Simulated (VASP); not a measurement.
Runs of VASP 6.6.1 on NaF. It takes space group F-43m (No. 216, cubic). Conventional cell: a = 5.063 Å, b = 5.063 Å, c = 5.063 Å, α = 90.00°, β = 90.00°, γ = 90.00°. Within 2.9 Å of Na (site symmetry -43m) lie 4 F at 2.19 Å. F (site symmetry -43m) has 4 Na at 2.19 Å within 2.9 Å. 

```tsv
level	smearing	share of exact exchange	screening parameter	gap on the mesh (eV)	pressure (GPa)
PBE-based screened hybrid with 10 % exact exchange	gaussian 0.01 eV	0.1	0.1 1/Å	(a)	1.5
HSE06	gaussian 0.2 eV	0.25	0.2079 1/Å	7.64	(b)
PBE-based screened hybrid with 20 % exact exchange	gaussian 0.01 eV	0.2	0.1 1/Å	7.53	1.0
PBE-based screened hybrid with 35 % exact exchange	gaussian 0.01 eV	0.35	0.1 1/Å	9.01	0.4
```

Alike in all rows: task single point; potentials or basis VASP PAW PBE potentials, release 64 (Na_pv, F); no spin polarisation; cell as given; k mesh 4 × 4 × 4; cutoff (eV) 520.

Question: Fill in the values left out.

Answer: (a) 6.57; (b) 0.9.

Caveats: all runs use coarse meshes; the PAW data sets were made with another functional, which shifts forces and pressure a little.

